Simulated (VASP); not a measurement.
# ZnS (P6_3mc) in VASP: a series of runs, part 2 of 2

VASP 6.6.1. Earlier steps stand in the parts before.

## Step 3: Single point, PBE (18.55 Å³/atom)

The input, INCAR:

```
PREC = Accurate
ENCUT = 520
EDIFF = 1E-6
ISMEAR = 0
SIGMA = 0.05
LREAL = False
LASPH = True
NELM = 80
ALGO = Normal
ISIF = 2
LWAVE = False
LCHARG = True
GGA = PE
LELF = True
LVHAR = True
NBANDS = 46
```

The input, KPOINTS:

```
regular mesh
0
Gamma
  9 9 4
```

The input, POSCAR:

```
ZnS
1.0
    3.8955366251      0.0000000000      0.0000000000
   -1.9477683125      3.3736336787      0.0000000000
    0.0000000000      0.0000000000     11.2931606761
Zn S
4 4
Direct
    0.0000000000      0.0000000000      0.0000492057
    0.0000000000      0.0000000000      0.5000492057
    0.3333333333      0.6666666667      0.2500242903
    0.6666666667      0.3333333333      0.7500242903
    0.0000000000      0.0000000000      0.1872905901
    0.0000000000      0.0000000000      0.6872905901
    0.3333333333      0.6666666667      0.4376359138
    0.6666666667      0.3333333333      0.9376359138
```

Potentials or basis: VASP PAW PBE potentials, release 64 (Zn, S).

On the command line:

```bash
> cat potpaw_PBE.64/Zn/POTCAR potpaw_PBE.64/S/POTCAR > POTCAR
> mpirun -np 1 vasp_std > vasp.out
```

OUTCAR:

```text
PREC = Accurate
   ENCUT = 520
   EDIFF = 1E-6
   ISMEAR = 0
   LREAL = False
   LASPH = True
   NELM = 80
   ISIF = 2
   GGA = PE

 ion  position               nearest neighbor table
   1  0.000  0.000  0.000-   5 2.11   8 2.36   8 2.36   8 2.36
   2  0.000  0.000  0.500-   6 2.11   7 2.36   7 2.36   7 2.36
   3  0.333  0.667  0.250-   7 2.12   5 2.36   5 2.36   5 2.36
   4  0.667  0.333  0.750-   8 2.12   6 2.36   6 2.36   6 2.36
   5  0.000  0.000  0.187-   1 2.11   3 2.36   3 2.36   3 2.36
   6  0.000  0.000  0.687-   2 2.11   4 2.36   4 2.36   4 2.36
   7  0.333  0.667  0.438-   3 2.12   2 2.36   2 2.36   2 2.36
   8  0.667  0.333  0.938-   4 2.12   1 2.36   1 2.36   1 2.36

  LATTYP: Found a hexagonal cell.
 ALAT       =     3.8955366251
 C/A-ratio  =     2.8990000000

  Lattice vectors:

 A1 = (   3.8955366251,   0.0000000000,   0.0000000000)
 A2 = (  -1.9477683125,   3.3736336787,   0.0000000000)
 A3 = (   0.0000000000,   0.0000000000,  11.2931606761)

Analysis of symmetry for initial positions (statically):
=====================================================================
 Subroutine PRICEL returns:
 Original cell was already a primitive cell.

 Routine SETGRP: Setting up the symmetry group for a
 hexagonal supercell.

 Subroutine GETGRP returns: Found 12 space group operations
 (whereof  6 operations were pure point group operations)
 out of a pool of 24 trial point group operations.

The static configuration has the point symmetry C_3v.
 The point group associated with its full space group is C_6v.

Analysis of symmetry for dynamics (positions and initial velocities):
=====================================================================
 Subroutine PRICEL returns:
 Original cell was already a primitive cell.

 Routine SETGRP: Setting up the symmetry group for a
 hexagonal supercell.

 Subroutine GETGRP returns: Found 12 space group operations
 (whereof  6 operations were pure point group operations)
 out of a pool of 24 trial point group operations.

The dynamic configuration has the point symmetry C_3v.
 The point group associated with its full space group is C_6v.

 Subroutine INISYM returns: Found 12 space group operations
 (whereof  6 operations are pure point group operations),
 and found     1 'primitive' translations

----------------------------------------------------------------------------------------

                                     Primitive cell

  volume of cell :     148.4160

  direct lattice vectors                    reciprocal lattice vectors
     3.895536625  0.000000000  0.000000000     0.256704043  0.148208148  0.000000000
    -1.947768313  3.373633679  0.000000000     0.000000000  0.296416296  0.000000000
     0.000000000  0.000000000 11.293160676     0.000000000  0.000000000  0.088549170

  length of vectors
     3.895536625  3.895536625 11.293160676     0.296416296  0.296416296  0.088549170

  position of ions in fractional coordinates (direct lattice)
     0.000000000  0.000000000  0.000049206
     0.000000000  0.000000000  0.500049206
     0.333333333  0.666666667  0.250024290
     0.666666667  0.333333333  0.750024290
[... 47 lines left out ...]
  0.333333  0.000000  0.000000      6.000000
  0.444444 -0.000000  0.000000      6.000000
  0.111111  0.111111  0.000000      6.000000
[... 16 lines left out ...]
  0.333333  0.222222  0.250000     24.000000
  0.333333  0.333333  0.250000      4.000000
 [... further k-points ...]
   k-points           NKPTS =     36   k-points in BZ     NKDIM =     36   number of bands    NBANDS=     46
   number of dos      NEDOS =    301   number of ions     NIONS =      8
   total plane-waves  NPLWV =  75600
   dimension x,y,z NGX =    30 NGY =   30 NGZ =   84
   dimension x,y,z NGXF=    60 NGYF=   60 NGZF=  168
   ions per type =               4   4
   NGX,Y,Z   is equivalent  to a cutoff of  12.80, 12.80, 12.37 a.u.
   NGXF,Y,Z  is equivalent  to a cutoff of  25.61, 25.61, 24.73 a.u.
 SYSTEM =  unknown system
   PREC   = accura    normal or accurate (medium, high low for compatibility)
   ISTART =      0    job   : 0-new  1-cont  2-samecut
   ICHARG =      2    charge: 1-file 2-atom 10-const
   ISPIN  =      1    spin polarized calculation?
   LNONCOLLINEAR =      F non collinear calculations
   LSORBIT =      F    spin-orbit coupling
   LASPH  =      T    aspherical Exc in radial PAW
   ENCUT  =  520.0 eV  38.22 Ry    6.18 a.u.   7.24  7.24 21.00*2*pi/ulx,y,z
   NELM   =     80;   NELMIN=  2; NELMDL= -5     # of ELM steps
   EDIFF  = 0.1E-05   stopping-criterion for ELM
   LREAL  =      F    real-space projection
   EDIFFG = 0.1E-04   stopping-criterion for IOM
   NSW    =      0    number of steps for IOM
   IBRION =     -1    ionic relax: 0-MD 1-quasi-New 2-CG
   NFREE  =      0    steps in history (QN), initial steepest desc. (CG)
   ISIF   =      2    stress and relaxation
   ISYM   =      2    0-nonsym 1-usesym 2-fastsym
   POTIM  = 0.5000    time-step for ionic-motion
   TEBEG  =    0.0;   TEEND  =   0.0 temperature during run
   PSTRESS=    0.0 pullay stress
   NELECT =      72.0000    total number of electrons
   NUPDOWN=      -1.0000    fix difference up-down
   EMIN   =  10.00;   EMAX   =-10.00  energy-range for DOS
   EFERMI =   0.00;   METHOD = LEGACY
   ISMEAR =     0;   SIGMA  =   0.05  broadening in eV -4-tet -1-fermi 0-gaus
   EFERMI_NEDOS =   21; number of points for ismear=-14 and -15
   IALGO  =     38    algorithm
   IMIX   =      4    mixing-type and parameters
     AMIX     =   0.40;   BMIX     =  1.00
     AMIX_MAG =   1.60;   BMIX_MAG =  1.00
  volume/ion in A,a.u.               =      18.55       125.20
  Fermi-wavevector in a.u.,A,eV,Ry     =   1.286349  2.430847 22.513469  1.654693
  Thomas-Fermi vector in A             =   2.418429
   LORBIT       =      0    0 simple, 1 ext, 2 COOP (PROOUT), +10 PAW based schemes
   GGA     = PE    functional components
   LHFCALC =     F    Hartree Fock is set to
   AEXX    =    0.0000 exact exchange contribution
   IVDW    =     0    specifies the selected vdW correction
   LEPSILON=     F    determine dielectric tensor
   LRPA    =     F    only Hartree local field effects (RPA)
 non-spin polarized calculation
 Gauss-broadening in eV      SIGMA  =   0.05
  energy-cutoff  :      520.00
  volume of cell :      148.42
 maximum number of plane-waves:      4043
 NGX is ok and might be reduce to    30
   NGX = 15   NGY = 15   NGZ = 41

 number of electron      72.0000024 magnetization

 Free energy of the ion-electron system (eV)
  ---------------------------------------------------
  ext. energy  EPLUGINS =         0.00000000
  ---------------------------------------------------
  free energy    TOTEN  =       -26.22888437 eV

  energy without entropy =      -26.22888437  energy(sigma->0) =      -26.22888437

 E-fermi :   3.0993     XC(G=0):  -9.9082

 val. band max:        2.8380115529   @ k =   0.0000   0.0000   0.0000
 cond. band min:       5.0326717801   @ k =   0.0000   0.0000   0.0000
 fundamental gap:      2.1946602272
 Fermi energy:         3.0993167410

 k-point     1 :       0.0000    0.0000    0.0000
  band No.  band energies     occupation
      1     -10.9383      2.00000
      2     -10.3493      2.00000
      3     -10.3157      2.00000
      4      -9.5925      2.00000
      5      -4.0800      2.00000
      6      -4.0342      2.00000
[... 1165 lines left out ...]
     45       9.6807      0.00000
     46      10.9070      0.00000

 [... further k-points ...]

------------------------ aborting loop because EDIFF is reached ----------------------------------------

  FORCE on cell =-STRESS in cart. coord.  units (eV):
  Direction    XX          YY          ZZ          XY          YZ          ZX
  --------------------------------------------------------------------------------------
  -------------------------------------------------------------------------------------
  Total        1.1558080      1.1558080     24.4085862      0.0000000      0.0000000     -0.0000000
  in kB       12.4771542     12.4771542    263.4950638      0.0000000      0.0000000     -0.0000000
  external PRESSURE =      96.1497907 kB  Pullay stress =       0.0000000 kB

 VOLUME and BASIS-vectors are now :
 -----------------------------------------------------------------------------
  energy-cutoff  :      520.00
  volume of cell :      148.42
      direct lattice vectors                 reciprocal lattice vectors
     3.895536625  0.000000000  0.000000000     0.256704043  0.148208148  0.000000000
    -1.947768313  3.373633679  0.000000000     0.000000000  0.296416296  0.000000000
     0.000000000  0.000000000 11.293160676     0.000000000  0.000000000  0.088549170

 POSITION                                       TOTAL-FORCE (eV/Angst)
 -----------------------------------------------------------------------------------
      0.00000      0.00000      0.00056         0.000000      0.000000     -1.685103
      0.00000      0.00000      5.64714        -0.000000      0.000000     -1.685103
     -0.00000      2.24909      2.82356        -0.000000     -0.000000     -1.670380
      1.94777      1.12454      8.47014         0.000000      0.000000     -1.670380
      0.00000      0.00000      2.11510         0.000000     -0.000000      1.651868
      0.00000      0.00000      7.76168         0.000000      0.000000      1.651868
     -0.00000      2.24909      4.94229         0.000000      0.000000      1.703615
      1.94777      1.12454     10.58887        -0.000000     -0.000000      1.703615
 -----------------------------------------------------------------------------------
    total drift:                               -0.000001     -0.000001      0.001429

  FREE ENERGIE OF THE ION-ELECTRON SYSTEM (eV)
  ---------------------------------------------------
  free  energy   TOTEN  =       -26.2288843718 eV

  energy  without entropy=      -26.2288843718  energy(sigma->0) =      -26.22888437
```

Wall time 3.8 min (1 thread of Intel Xeon Platinum 8488C (Sapphire Rapids), shared host); peak memory 0.37 GiB.

What came out:

```yaml
Free_energy: -26.2289 eV
Pressure: 9.6 GPa
Largest_force: 1.704 eV/Å
Band_gap_on_the_k_mesh: 2.19 eV
```

Forces on the atoms (eV/Å):
```
Zn   0.000  0.000 -1.685
Zn   0.000  0.000 -1.685
Zn   0.000  0.000 -1.670
Zn   0.000  0.000 -1.670
S    0.000  0.000  1.652
S    0.000  0.000  1.652
S    0.000  0.000  1.704
S    0.000  0.000  1.704
```

Caveat: the stress differs along the axes, from 1 to 26 GPa; forces of over 1 eV/Å act on the atoms, so gaps and moduli don't describe the material at rest. A k mesh can miss the band edges.
